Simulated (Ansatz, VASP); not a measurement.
**One calculation of I, two programs**

```xyz
4
Lattice="4.7705 0.0000 0.0000 -2.3852 4.1314 0.0000 0.0000 0.0000 10.8340" Properties=species:S:1:pos:R:3 pbc="T T T"
I     0.0000    2.7542    1.3411
I     2.3852    1.3771    6.7580
I     0.0000    2.7542    4.0759
I     2.3852    1.3771    9.4929
```

Alike in both runs: functional PBE; k mesh 6 × 6 × 2; occupations gaussian, width 0.1 eV; no spin polarisation.

Ansatz relaxed the structure, and its values are those at the end. VASP's run is a single point on that final structure, the one shown.

|  | VASP | Ansatz |
| --- | --- | --- |
| version | VASP 6.6.1 | Ansatz 0.2.0 |
| potentials or method | VASP PAW PBE potentials, release 64 (I), cutoff 520 eV | scalar-relativistic, plane waves, PAW |
| valence electrons in the cell | 28 | 68 |

|  | VASP | Ansatz | Ansatz less VASP |
| --- | --- | --- | --- |
| gap on the k mesh at the Fermi level (eV) | 0.23 | 0.22 | -0.007 |
| least direct gap on the mesh (eV) | 0.27 | 0.27 | -0.007 |
| pressure (GPa) | 0.0 | 0.0 | +0.02 |
| rms of the force components (eV/Å) | 0.012 | 0.002 | -0.0102 |

VASP's potentials hold 28 valence electrons a cell and Ansatz's 68, so a difference there can come from the potentials and not from the codes.

Neither program's run includes spin-orbit coupling.
